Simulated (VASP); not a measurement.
# CoSn (P6/mmm) in VASP: a series of runs

The runs below take CoSn through single point, with PBE.

Everything below comes from runs of VASP 6.6.1. Logs are shortened: lines on timing, memory, paths and dates and some standing lists are left out, and cuts for length are marked.

### 1 The cell of the first run

The structure is hexagonal, space group P6/mmm (No. 191). The conventional cell has a = 5.297 Å, b = 5.297 Å, c = 4.251 Å, α = 90.00°, β = 90.00°, γ = 120.00°. Within 3.5 Å of Co (site symmetry mmm) lie 6 Sn at 2.62 to 2.65 Å and 4 Co at 2.65 Å. Within 3.5 Å of Sn (site symmetry -6m2) lie 6 Co at 2.62 Å and 3 Sn at 3.06 Å. Sn (site symmetry 6/mmm) has 6 Co at 2.65 Å within 3.5 Å.

### 2 Single point, PBE (strain +0.0050 x Voigt [0, 0, 1, 0, 0, 0])

File INCAR:

```
PREC     = Accurate       # precision mode
ENCUT    = 520            # plane-wave cutoff, eV
EDIFF    = 1E-6           # SCF threshold, eV
ISMEAR   = 0              # smearing method
SIGMA    = 0.15           # smearing width, eV
LREAL    = False          # projectors in reciprocal space
LASPH    = True           # aspherical terms in the spheres
NELM     = 60             # most SCF steps
ALGO     = Fast           # electronic algorithm
ISIF     = 2              # what is computed and relaxed
LWAVE    = False          # write WAVECAR
LCHARG   = False          # write CHGCAR
GGA      = PE             # functional
NBANDS   = 44             # bands
```

File KPOINTS:

```
Automatic mesh
0
Gamma
  12 12 12
```

File POSCAR:

```
CoSn
1.0
    5.2965850026      0.0000000000      0.0000000000
   -2.6482925013      4.5869771655      0.0000000000
    0.0000000000      0.0000000000      4.2514391123
Co Sn
3 3
Direct
    0.0000000000      0.5000000000      0.0000000000
    0.5000000000      0.5000000000      0.0000000000
    0.5000000000      0.0000000000      0.0000000000
    0.6666666667      0.3333333333      0.5000000000
    0.3333333333      0.6666666667      0.5000000000
    0.0000000000      0.0000000000      0.0000000000
```

Potentials or basis: VASP PAW PBE potentials, release 64 (Co, Sn_d).

Launch:

```bash
$ cat potpaw_PBE.64/Co/POTCAR potpaw_PBE.64/Sn_d/POTCAR > POTCAR
$ mpirun -np 1 vasp_std > vasp.out
```

OUTCAR:

```text
PREC = Accurate
   ENCUT = 520
   EDIFF = 1E-6
   ISMEAR = 0
   LREAL = False
   LASPH = True
   NELM = 60
   ISIF = 2
   GGA = PE

 ion  position               nearest neighbor table
   1  0.000  0.500  0.000-   4 2.62   5 2.62   4 2.62   5 2.62   3 2.65   6 2.65   6 2.65   3 2.65
                             2 2.65   2 2.65
   2  0.500  0.500  0.000-   4 2.62   5 2.62   4 2.62   5 2.62   3 2.65   6 2.65   3 2.65   6 2.65
                             1 2.65   1 2.65
   3  0.500  0.000  0.000-   4 2.62   5 2.62   4 2.62   5 2.62   1 2.65   2 2.65   2 2.65   1 2.65
                             6 2.65   6 2.65
   4  0.667  0.333  0.500-   3 2.62   3 2.62   1 2.62   1 2.62   2 2.62   2 2.62   5 3.06   5 3.06
                             5 3.06   6 3.72   6 3.72   6 3.72   6 3.72   6 3.72   6 3.72
   5  0.333  0.667  0.500-   3 2.62   3 2.62   1 2.62   1 2.62   2 2.62   2 2.62   4 3.06   4 3.06
                             4 3.06   6 3.72   6 3.72   6 3.72   6 3.72   6 3.72   6 3.72
   6  0.000  0.000  0.000-   1 2.65   2 2.65   1 2.65   2 2.65   3 2.65   3 2.65   5 3.72   4 3.72
                             5 3.72   4 3.72   4 3.72   4 3.72   5 3.72   5 3.72   4 3.72   5 3.72

  LATTYP: Found a hexagonal cell.
 ALAT       =     5.2965850026
 C/A-ratio  =     0.8026755183

  Lattice vectors:

 A1 = (   5.2965850026,   0.0000000000,   0.0000000000)
 A2 = (  -2.6482925013,   4.5869771655,   0.0000000000)
 A3 = (   0.0000000000,   0.0000000000,   4.2514391123)

Analysis of symmetry for initial positions (statically):
=====================================================================
 Subroutine PRICEL returns:
 Original cell was already a primitive cell.

 Routine SETGRP: Setting up the symmetry group for a
 hexagonal supercell.

 Subroutine GETGRP returns: Found 24 space group operations
 (whereof 24 operations were pure point group operations)
 out of a pool of 24 trial point group operations.

The static configuration has the point symmetry D_6h.

Analysis of symmetry for dynamics (positions and initial velocities):
=====================================================================
 Subroutine PRICEL returns:
 Original cell was already a primitive cell.

 Routine SETGRP: Setting up the symmetry group for a
 hexagonal supercell.

 Subroutine GETGRP returns: Found 24 space group operations
 (whereof 24 operations were pure point group operations)
 out of a pool of 24 trial point group operations.

The dynamic configuration has the point symmetry D_6h.

 Subroutine INISYM returns: Found 24 space group operations
 (whereof 24 operations are pure point group operations),
 and found     1 'primitive' translations

----------------------------------------------------------------------------------------

                                     Primitive cell

  volume of cell :     103.2901

  direct lattice vectors                    reciprocal lattice vectors
     5.296585003  0.000000000  0.000000000     0.188800897  0.109004249  0.000000000
    -2.648292501  4.586977165  0.000000000     0.000000000  0.218008498  0.000000000
     0.000000000  0.000000000  4.251439112     0.000000000  0.000000000  0.235214471

  length of vectors
     5.296585003  5.296585003  4.251439112     0.218008498  0.218008498  0.235214471

  position of ions in fractional coordinates (direct lattice)
     1.000000000  0.500000000  0.000000000
     0.500000000  0.500000000  0.000000000
     0.500000000  0.000000000  0.000000000
     0.666666667  0.333333333  0.500000000
     0.333333333  0.666666667  0.500000000
     0.000000000  0.000000000  0.000000000

  ion indices of the primitive-cell ions
   primitive index   ion index
                 1           1
                 2           2
                 3           3
                 4           4
                 5           5
                 6           6

----------------------------------------------------------------------------------------

 KPOINTS: Automatic mesh

Automatic generation of k-mesh.
 Grid dimensions read from file:
 generate k-points for:   12   12   12

 Generating k-lattice:

  Cartesian coordinates                     Fractional coordinates (reciprocal lattice)
     0.015733408  0.009083687  0.000000000     0.083333333 -0.000000000  0.000000000
     0.000000000  0.018167375  0.000000000     0.000000000  0.083333333  0.000000000
     0.000000000  0.000000000  0.019601206     0.000000000  0.000000000  0.083333333

  Length of vectors
     0.018167375  0.018167375  0.019601206

  Shift w.r.t. Gamma in fractional coordinates (k-lattice)
     0.000000000  0.000000000  0.000000000

 Subroutine IBZKPT returns following result:
 ===========================================

 Found    133 irreducible k-points:

 Following reciprocal coordinates:
            Coordinates               Weight
  0.000000  0.000000  0.000000      1.000000
  0.083333  0.000000  0.000000      6.000000
  0.166667  0.000000  0.000000      6.000000
[... 48 lines left out ...]
  Thomas-Fermi vector in A             =   2.550878
   LORBIT       =      0    0 simple, 1 ext, 2 COOP (PROOUT), +10 PAW based schemes
   GGA     = PE    functional components
   LHFCALC =     F    Hartree Fock is set to
   AEXX    =    0.0000 exact exchange contribution
   IVDW    =     0    specifies the selected vdW correction
   LEPSILON=     F    determine dielectric tensor
   LRPA    =     F    only Hartree local field effects (RPA)
 non-spin polarized calculation
 RMM-DIIS sequential band-by-band and
 Gauss-broadening in eV      SIGMA  =   0.15
  energy-cutoff  :      520.00
  volume of cell :      103.29
 maximum number of plane-waves:      2814
 NGX is ok and might be reduce to    40
   NGX = 19   NGY = 19   NGZ = 15

 number of electron      69.0000019 magnetization

 Free energy of the ion-electron system (eV)
  ---------------------------------------------------
  ext. energy  EPLUGINS =         0.00000000
  ---------------------------------------------------
  free energy    TOTEN  =       -33.25916967 eV

  energy without entropy =      -33.21723927  energy(sigma->0) =      -33.23820447

 E-fermi :   9.7027     XC(G=0): -11.6784

 val. band max:        9.7018584713   @ k =   0.4167   0.1667   0.3333
 cond. band min:       9.7030123067   @ k =   0.2500   0.0000   0.0000
 fundamental gap:      0.0011538354
 Fermi energy:         9.7027161997

 k-point     1 :       0.0000    0.0000    0.0000
  band No.  band energies     occupation
      1     -11.8186      2.00000
      2     -11.7074      2.00000
      3     -11.7074      2.00000
      4     -11.6881      2.00000
      5     -11.6881      2.00000
      6     -11.5855      2.00000
[... 36 lines left out ...]
     43      15.4784      0.00000
     44      16.1906      0.00000

 k-point     2 :       0.0833    0.0000    0.0000
  band No.  band energies     occupation
      1     -11.8181      2.00000
      2     -11.7080      2.00000
      3     -11.7075      2.00000
      4     -11.6939      2.00000
      5     -11.6912      2.00000
      6     -11.5969      2.00000
[... 36 lines left out ...]
     43      15.3476      0.00000
     44      15.4077      0.00000

 k-point     3 :       0.1667    0.0000    0.0000
  band No.  band energies     occupation
      1     -11.8167      2.00000
      2     -11.7094      2.00000
      3     -11.7075      2.00000
      4     -11.7073      2.00000
      5     -11.6998      2.00000
      6     -11.6075      2.00000
[... 36 lines left out ...]
     43      14.6858      0.00000
     44      15.1472      0.00000

 k-point     4 :       0.2500    0.0000    0.0000
  band No.  band energies     occupation
      1     -11.8149      2.00000
      2     -11.7227      2.00000
      3     -11.7114      2.00000
      4     -11.7114      2.00000
      5     -11.7063      2.00000
      6     -11.6130      2.00000
[... 882 lines left out ...]
     43      14.4359      0.00000
     44      15.9659      0.00000

 k-point    23 :       0.2500    0.0000    0.0833
  band No.  band energies     occupation
      1     -11.8140      2.00000
      2     -11.7255      2.00000
      3     -11.7154      2.00000
      4     -11.7083      2.00000
      5     -11.7022      2.00000
      6     -11.6121      2.00000
[... 36 lines left out ...]
     43      14.2369      0.00000
     44      15.7352      0.00000

 k-point    24 :       0.3333    0.0000    0.0833
  band No.  band energies     occupation
      1     -11.8123      2.00000
      2     -11.7375      2.00000
      3     -11.7235      2.00000
      4     -11.7109      2.00000
      5     -11.7032      2.00000
      6     -11.6143      2.00000
[... 36 lines left out ...]
     43      14.1749      0.00000
     44      15.5169      0.00000

 [... further k-points ...]

------------------------ aborting loop because EDIFF is reached ----------------------------------------

  FORCE on cell =-STRESS in cart. coord.  units (eV):
  Direction    XX          YY          ZZ          XY          YZ          ZX
  --------------------------------------------------------------------------------------
  -------------------------------------------------------------------------------------
  Total       -0.2740459     -0.2740459     -0.7290923      0.0000000      0.0000000     -0.0000000
  in kB       -4.2508465     -4.2508465    -11.3092706      0.0000000      0.0000000     -0.0000000
  external PRESSURE =      -6.6036545 kB  Pullay stress =       0.0000000 kB

 VOLUME and BASIS-vectors are now :
 -----------------------------------------------------------------------------
  energy-cutoff  :      520.00
  volume of cell :      103.29
      direct lattice vectors                 reciprocal lattice vectors
     5.296585003  0.000000000  0.000000000     0.188800897  0.109004249  0.000000000
    -2.648292501  4.586977165  0.000000000     0.000000000  0.218008498  0.000000000
     0.000000000  0.000000000  4.251439112     0.000000000  0.000000000  0.235214471

 POSITION                                       TOTAL-FORCE (eV/Angst)
 -----------------------------------------------------------------------------------
     -1.32415      2.29349      0.00000        -0.000000     -0.000000      0.000000
      1.32415      2.29349      0.00000         0.000000     -0.000000      0.000000
      2.64829      0.00000      0.00000        -0.000000     -0.000000      0.000000
      2.64829      1.52899      2.12572         0.000000     -0.000000      0.000000
     -0.00000      3.05798      2.12572        -0.000000      0.000000     -0.000000
      0.00000      0.00000      0.00000        -0.000000     -0.000000      0.000000
 -----------------------------------------------------------------------------------
    total drift:                               -0.000000      0.000000     -0.000000

  FREE ENERGIE OF THE ION-ELECTRON SYSTEM (eV)
  ---------------------------------------------------
  free  energy   TOTEN  =       -33.2591696659 eV

  energy  without entropy=      -33.2172392715  energy(sigma->0) =      -33.23820447
```

Run time: 7.2 min. Hardware: 1 thread of Intel Xeon 6975P-C (Granite Rapids), shared host; peak memory 0.57 GiB.

Results:

* Free energy: -33.2592 eV
* Pressure: -0.7 GPa
* Band gap on the k mesh: zero (an odd number of electrons rules out a gap without spin polarisation)

Caveat: the cell differs from its parent crystal (strain +0.0050 x Voigt [0, 0, 1, 0, 0, 0]); spin-orbit coupling is left out, which moves the levels of the heavy elements; the run has no spin polarisation, though such a crystal can be magnetic. Spin polarisation is off, so any magnetic state and its effect on volume and gap are missing.

### 3 Single point, PBE (strain +0.0150 x Voigt [0, 0, 1, 0, 0, 0])

File INCAR:

```
PREC = Accurate
ENCUT = 520
EDIFF = 1E-6
ISMEAR = 0
SIGMA = 0.15
LREAL = F
LASPH = T
NELM = 60
ALGO = Fast
ISIF = 2
LWAVE = F
LCHARG = T
GGA = PE
LELF = T
LVHAR = T
NBANDS = 44
```

File KPOINTS:

```
regular mesh
0
Gamma
  12 12 12
```

Edit POSCAR of step 2 so:

```diff
@@ -4,3 +4,3 @@
    -2.6482925013      4.5869771655      0.0000000000
-    0.0000000000      0.0000000000      4.2514391123
+    0.0000000000      0.0000000000      4.2937419890
 Co Sn
```

Potentials or basis: VASP PAW PBE potentials, release 64 (Co, Sn_d).

Launch:

```bash
$ cat potpaw_PBE.64/Co/POTCAR potpaw_PBE.64/Sn_d/POTCAR > POTCAR
$ mpirun -np 1 vasp_std > vasp.out
```

Wall time 6.2 min (1 thread of Intel Xeon 6975P-C (Granite Rapids), shared host); peak memory 0.57 GiB.

Results (log left out):

```yaml
Free_energy: -33.2446 eV
Pressure: -1.8 GPa
Band_gap_on_the_k_mesh: zero (an odd number of electrons rules out a gap without spin polarisation)
```

Stress tensor (GPa, compression positive):
```
-1.00  0.00  0.00
 0.00 -1.00  0.00
 0.00  0.00 -3.44
```

Levels at points of the mesh, in eV from the Fermi level:
```tsv
k point	band 30	band 31	band 32	band 33	band 34	band 35	band 36	band 37	band 38	band 39
(0.00, 0.00, 0.00)	-0.43	-0.42	-0.42	-0.37	-0.37	0.51	0.56	1.31	1.31	2.75
(0.50, 0.00, 0.00)	-0.91	-0.63	-0.40	-0.39	0.71	0.92	1.56	1.68	2.25	3.18
(0.00, 0.00, 0.50)	-0.91	-0.91	-0.48	-0.44	-0.44	-0.39	-0.39	-0.07	0.51	1.06
(0.50, 0.00, 0.50)	-1.17	-0.92	-0.69	-0.45	-0.44	-0.38	-0.14	0.44	1.23	3.84
```

Caveat: the cell differs from its parent crystal (strain +0.0150 x Voigt [0, 0, 1, 0, 0, 0]); spin-orbit coupling is left out, which moves the levels of the heavy elements; the run has no spin polarisation, though such a crystal can be magnetic. Spin polarisation is off, so any magnetic state and its effect on volume and gap are missing.

### 4 Single point, PBE (strain -0.0200 x Voigt [0, 0, 1, 0, 0, 0])

File INCAR:

```
PREC = Accurate ; ENCUT = 520
EDIFF = 1E-7 ; ISMEAR = 0
SIGMA = 0.15 ; LREAL = F
LASPH = T ; NELM = 80
ALGO = Fast ; ISIF = 2
LWAVE = F ; LCHARG = F
GGA = PE ; NBANDS = 44
```

File KPOINTS:

```
Automatic mesh
0
Gamma
  12 12 12
```

Edit POSCAR of step 3 so:

```diff
@@ -4,3 +4,3 @@
    -2.6482925013      4.5869771655      0.0000000000
-    0.0000000000      0.0000000000      4.2937419890
+    0.0000000000      0.0000000000      4.1456819204
 Co Sn
```

Launch:

```bash
$ cat potpaw_PBE.64/Co/POTCAR potpaw_PBE.64/Sn_d/POTCAR > POTCAR
$ mpirun -np 1 vasp_std > vasp.out
```

Run time: 9.5 min. Hardware: 1 thread of AMD EPYC 7R13 (Zen 3), shared host; peak memory 0.52 GiB.

Results (log left out):

| Quantity | Value |
| --- | --- |
| Free energy | -33.2246 eV |
| Pressure | 2.7 GPa |
| Band gap on the k mesh | zero (an odd number of electrons rules out a gap without spin polarisation) |

Stress tensor (GPa, compression positive):
```
1.30 0.00 0.00
0.00 1.30 0.00
0.00 0.00 5.55
```

Levels at points of the mesh, in eV from the Fermi level:
```csv
k point,band 32,band 33,band 34,band 35,band 36,band 37
"(0.00, 0.00, 0.00)",-0.50,-0.48,-0.48,0.43,0.55,1.34
"(0.50, 0.00, 0.00)",-0.49,-0.49,0.65,1.09,1.68,1.87
"(0.00, 0.00, 0.50)",-0.58,-0.58,-0.57,-0.46,-0.46,-0.24
"(0.50, 0.00, 0.50)",-0.72,-0.57,-0.47,-0.46,-0.20,0.38
```

Caveat: the cell differs from its parent crystal (strain -0.0200 x Voigt [0, 0, 1, 0, 0, 0]); spin-orbit coupling is left out, which moves the levels of the heavy elements; the run has no spin polarisation, though such a crystal can be magnetic. Spin polarisation is off, so any magnetic state and its effect on volume and gap are missing.

### 5 Single point, PBE (strain -0.0100 x Voigt [0, 0, 1, 0, 0, 0])

File INCAR:

```
  PREC = Accurate
  ENCUT = 520
  EDIFF = 1E-6
  ISMEAR = 0
  SIGMA = 0.15
  LREAL = F
  LASPH = T
  NELM = 60
  ALGO = Fast
  ISIF = 2
  LWAVE = F
  LCHARG = F
  GGA = PE
  NBANDS = 44
```

KPOINTS is that of step 4.

Edit POSCAR of step 4 so:

```diff
@@ -4,3 +4,3 @@
    -2.6482925013      4.5869771655      0.0000000000
-    0.0000000000      0.0000000000      4.1456819204
+    0.0000000000      0.0000000000      4.1879847972
 Co Sn
```

Launch:

```bash
$ cat potpaw_PBE.64/Co/POTCAR potpaw_PBE.64/Sn_d/POTCAR > POTCAR
$ mpirun -np 1 vasp_std > vasp.out
```

Run time: 8.2 min. Hardware: 1 thread of AMD EPYC 7R13 (Zen 3), shared host; peak memory 0.53 GiB.

It converged, with:

```
Free energy            : -33.2514 eV
Pressure               : 1.3 GPa
Band gap on the k mesh : zero (an odd number of electrons rules out a gap without spin polarisation)
```

Stress tensor (GPa, compression positive):
```
0.54 0.00 0.00
0.00 0.54 0.00
0.00 0.00 2.69
```

Levels at points of the mesh, in eV from the Fermi level:
| k point | band 32 | band 33 | band 34 | band 35 | band 36 | band 37 |
| --- | --- | --- | --- | --- | --- | --- |
| (0.00, 0.00, 0.00) | -0.48 | -0.45 | -0.45 | 0.46 | 0.56 | 1.34 |
| (0.50, 0.00, 0.00) | -0.46 | -0.46 | 0.67 | 1.04 | 1.65 | 1.82 |
| (0.00, 0.00, 0.50) | -0.54 | -0.54 | -0.54 | -0.44 | -0.44 | -0.19 |
| (0.50, 0.00, 0.50) | -0.71 | -0.54 | -0.45 | -0.44 | -0.18 | 0.40 |

Caveat: the cell differs from its parent crystal (strain -0.0100 x Voigt [0, 0, 1, 0, 0, 0]); spin-orbit coupling is left out, which moves the levels of the heavy elements; the run has no spin polarisation, though such a crystal can be magnetic. Spin polarisation is off, so any magnetic state and its effect on volume and gap are missing.

### 6 Summary

| cell | further INCAR settings | gap on the mesh (eV) | pressure (GPa) |
| --- | --- | --- | --- |
| a = 5.297, b = 5.297, c = 4.251 Å, angles 90.0, 90.0, 120.0°, 6 atoms | ALGO = Fast; EDIFF = 1e-06; NBANDS = 44 | none | -0.7 |
| a = 5.297, b = 5.297, c = 4.294 Å, angles 90.0, 90.0, 120.0°, 6 atoms | ALGO = Fast; EDIFF = 1e-06; NBANDS = 44 | none | -1.8 |
| a = 5.297, b = 5.297, c = 4.146 Å, angles 90.0, 90.0, 120.0°, 6 atoms | ALGO = Fast; EDIFF = 1e-07; NBANDS = 44 | none | 2.7 |
| a = 5.297, b = 5.297, c = 4.188 Å, angles 90.0, 90.0, 120.0°, 6 atoms | ALGO = Fast; EDIFF = 1e-06; NBANDS = 44 | none | 1.3 |

Alike in all rows: task single point; level PBE; potentials or basis VASP PAW PBE potentials, release 64 (Co, Sn_d); no spin polarisation; k mesh 12 × 12 × 12; cutoff (eV) 520; smearing gaussian 0.15 eV.

Caveats: spin-orbit coupling is left out, which moves the levels of the heavy elements; the run has no spin polarisation, though such a crystal can be magnetic.

Total energies depend on the potentials used, so only differences within one code and one set of settings carry meaning.
